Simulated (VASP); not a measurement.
**AlGaN2: single point with LDA**

Crystal: AlGaN2.

```
Al Ga N
1.0
     2.85151    0.00000    0.00000
     0.00000    2.85151    0.00000
     0.00000    0.00000    4.81363
Al Ga N
1 1 2
Direct
  0.50000 0.50000 0.50000
  0.00000 0.00000 0.00000
  0.50000 0.00000 0.74176
  0.00000 0.50000 0.25824
```

| Item | Value |
| --- | --- |
| Program | VASP 6.6.1 |
| Task | single point |
| Functional | LDA |
| Potentials or basis | VASP PAW LDA potentials, release 64 (Al, Ga_d, N) |
| Cutoff | 520 eV |
| k mesh | 8 × 8 × 6 |
| Occupations | gaussian, width 0.05 eV |
| Spin | no spin polarisation |
| Dipole correction | no |
| Further INCAR settings | ALGO = Normal; EDIFF = 1e-06; NBANDS = 21 |

- Pressure: 19.1 GPa
- Largest force: 0.040 eV/Å
- Band gap on the k mesh: 2.58 eV (least direct gap 3.12 eV)

Forces on the atoms (eV/Å):
```
Al   0.000  0.000  0.000
Ga   0.000  0.000  0.000
N    0.000  0.000 -0.040
N    0.000  0.000  0.040
```

Stress tensor (GPa, compression positive):
```
31.44  0.00  0.00
 0.00 31.44  0.00
 0.00  0.00 -5.59
```

Levels at points of the mesh, in eV from the valence-band top:
| k point | band 9 | band 10 | band 11 | band 12 | band 13 | band 14 | band 15 | band 16 | band 17 | band 18 |
| --- | --- | --- | --- | --- | --- | --- | --- | --- | --- | --- |
| (0.00, 0.00, 0.00) | -1.90 | -1.90 | -1.37 | -0.03 | -0.03 | 3.08 | 4.09 | 9.62 | 11.01 | 11.62 |
| (0.50, 0.00, 0.00) | -5.57 | -4.44 | -4.37 | -0.58 | -0.24 | 7.10 | 7.44 | 8.14 | 9.13 | 10.00 |
| (0.50, 0.50, 0.00) | -5.16 | -3.44 | -3.39 | -3.39 | -3.29 | 2.58 | 2.58 | 5.27 | 8.07 | 12.28 |
| (0.00, 0.00, 0.50) | -4.17 | -1.37 | -1.37 | -0.73 | -0.73 | 5.11 | 5.50 | 7.44 | 10.05 | 10.80 |
| (0.50, 0.00, 0.50) | -7.27 | -2.15 | -2.10 | -0.57 | -0.19 | 4.39 | 5.45 | 9.41 | 9.62 | 10.63 |
| (0.50, 0.50, 0.50) | -4.78 | -4.76 | -4.00 | -4.00 | -3.92 | 4.96 | 4.96 | 8.66 | 8.66 | 8.87 |

Wall time 49 s on 1 thread of Intel Xeon 8259CL (shared host), peak memory 0.18 GiB.

Caveat: the cell stands under pressure. A k mesh can miss the band edges.
